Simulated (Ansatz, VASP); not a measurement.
Ge: VASP beside Ansatz

The input INCAR:

```
SYSTEM = Ge
ALGO     = Fast           ! electronic algorithm
EDIFF    = 1E-6           ! SCF threshold, eV
ENCUT    = 520            ! plane-wave cutoff, eV
GGA      = PS             ! functional
ISIF     = 2              ! what is computed and relaxed
ISMEAR   = 0              ! smearing method
LASPH    = .TRUE.         ! aspherical terms in the spheres
LCHARG   = .FALSE.        ! write CHGCAR
LREAL    = .FALSE.        ! projectors in reciprocal space
LWAVE    = .FALSE.        ! write WAVECAR
NBANDS   = 21             ! bands
NELM     = 80             ! most SCF steps
PREC     = Accurate       ! precision mode
SIGMA    = 0.15           ! smearing width, eV
```

File KPOINTS:

```
k-points
0
G
  24 24 24
  0 0 0
```

The input POSCAR:

```
Ge
1.0
   -2.5630127546      2.5630127546      1.3966622730
    2.5630127546     -2.5630127546      1.3966622730
    2.5630127546      2.5630127546     -1.3966622730
Ge
2
Direct
    0.3036994529      0.8036994529      0.5000000000
    0.4463005471      0.4463005471      0.0000000000
```

Input for Ansatz:

```yaml
crystal:
  lattice:
    - [-2.5630127546, 2.5630127546, 1.396662273]
    - [2.5630127546, -2.5630127546, 1.396662273]
    - [2.5630127546, 2.5630127546, -1.396662273]
  atoms:
    - { symbol: Ge, position: [0.3036994529, 0.8036994529, 0.5] }
    - { symbol: Ge, position: [0.4463005471, 0.4463005471, 0.0] }
basis:
  ecutwfc: 420
kpoints:
  mp_grid: { grid: [24, 24, 24] }
hamiltonian:
  xc: pbesol
scf:
  occupations: { method: gaussian, width: 0.15 }
output:
  forces: true
  stress: true
  eigenvalues: true
```

Change from the starting cell: mode 4 (71.1 1/cm) frozen in, largest displacement -0.150 Å.

Alike in both runs: task single point; functional PBEsol; k mesh 24 × 24 × 24; occupations gaussian, width 0.15 eV; no spin polarisation.

```csv
,VASP,Ansatz
version,VASP 6.6.1,Ansatz 0.2.0
potentials or method,"VASP PAW PBE potentials, release 64 (Ge_d), cutoff 520 eV","scalar-relativistic, plane waves, PAW"
valence electrons in the cell,28,28
```

```csv
,VASP,Ansatz,Ansatz less VASP
gap on the k mesh at the Fermi level (eV),none,none,-
pressure (GPa),0.3,0.1,-0.17
"traceless stress, the component that is largest in VASP (GPa)",3.25,3.27,+0.018
rms of the force components (eV/Å),0.086,0.086,-0.0004
```

VASP's potentials were made for PBE, not for PBEsol. Atom by atom the forces differ by 0.000 eV/Å (rms over components). A gap of «none» marks a metal or a gap that the smearing closes.
